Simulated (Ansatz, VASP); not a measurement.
## ScCu: VASP beside Ansatz

File INCAR:

```
SYSTEM = ScCu
ALGO = Normal
EDIFF = 1E-7
EDIFFG = -0.005
ENCUT = 600
IBRION = 2
ISIF = 3
ISMEAR = -1
LASPH = .True.
LCHARG = .False.
LREAL = .False.
LWAVE = .False.
NELM = 100
NSW = 32
PREC = Accurate
SIGMA = 0.05
```

File KPOINTS:

```
k-points
0
Gamma
  13 13 13
  0 0 0
```

File POSCAR:

```
ScCu
1.0
    3.1670556362      0.0000000000      0.0000000000
    0.0000000000      3.1670556362      0.0000000000
    0.0000000000      0.0000000000      3.1670556362
Sc Cu
1 1
Direct
    0.5000000000      0.5000000000      0.5000000000
    0.0000000000      0.0000000000      0.0000000000
```

Input for Ansatz:

```yaml
crystal:
  lattice:
    - [3.1670556362, 0.0, 0.0]
    - [0.0, 3.1670556362, 0.0]
    - [0.0, 0.0, 3.1670556362]
  atoms:
    - { symbol: Sc, position: [0.5, 0.5, 0.5] }
    - { symbol: Cu, position: [0.0, 0.0, 0.0] }
kpoints:
  mp_grid: { grid: [13, 13, 13] }
scf:
  occupations: { method: fermi_dirac, width: 0.05 }
hamiltonian:
  xc: lda
  pseudopotentials: { kind: all_electron, lapw: { basis_error: 0.0005 } }
output:
  forces: true
  stress: true
  eigenvalues: true
relax:
  f_tol: 0.005
  max_steps: 12
  cell: {}
```

Alike in both runs: task relaxation of cell and atoms; functional LDA; k mesh 13 × 13 × 13; occupations fermi-dirac, width 0.05 eV; no spin polarisation.

|  | VASP | Ansatz |
| --- | --- | --- |
| version | VASP 6.6.1 | Ansatz 0.2.0 |
| potentials or method | VASP PAW LDA potentials, release 64 (Sc_sv, Cu), cutoff 600 eV | all-electron LAPW, scalar-relativistic |

Ansatz gave:

* relaxed volume (Å³/atom): 15.88
* relaxed cell length with the largest relative difference (Å): 3.167

Task: Estimate VASP's values.

Result: Relaxed volume (Å³/atom): 15.97; relaxed cell length with the largest relative difference (Å): 3.173.

LDA's correlation is that of Perdew and Zunger in VASP and of Perdew and Wang (1992) in Ansatz. Ansatz ran all-electron here, and VASP with PAW potentials.
